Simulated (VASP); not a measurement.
ZrB2, 3 atoms in the cell. The typed cell holds 3 atoms: a = 3.165 Å, b = 3.138 Å, c = 3.520 Å, α = 89.57°, β = 88.85°, γ = 119.13°.  This cell differs from its parent crystal: equal xy, yz and zx shear strains of +2 %.

- Program: VASP 6.6.1
- Task: electric field gradients
- Functional: PBE
- Potentials or basis: VASP PAW PBE potentials, release 64 (Zr_sv, B)
- Cutoff: 420 eV
- k mesh: 12 × 12 × 9
- Occupations: fermi-dirac, width 0.05 eV
- Spin: no spin polarisation
- Dipole correction: no
- Further INCAR settings: ALGO = Normal; EDIFF = 1e-08; NBANDS = 16

Potentials or basis: VASP PAW PBE potentials, release 64 (Zr_sv, B).

Command:

```console
$ cat potpaw_PBE.64/Zr_sv/POTCAR potpaw_PBE.64/B/POTCAR > POTCAR
$ mpirun -np 1 vasp_std > vasp.out
```

Hardware: 1 thread of Oxide Virtual Turin-like Processor (shared host).

Question: Estimate the wall time of this run.

Answer: It took 5.8 min on 1 thread of Oxide Virtual Turin-like Processor, with other jobs on the host, peak memory 0.29 GiB. Counts: scf iterations 16, k points 650.
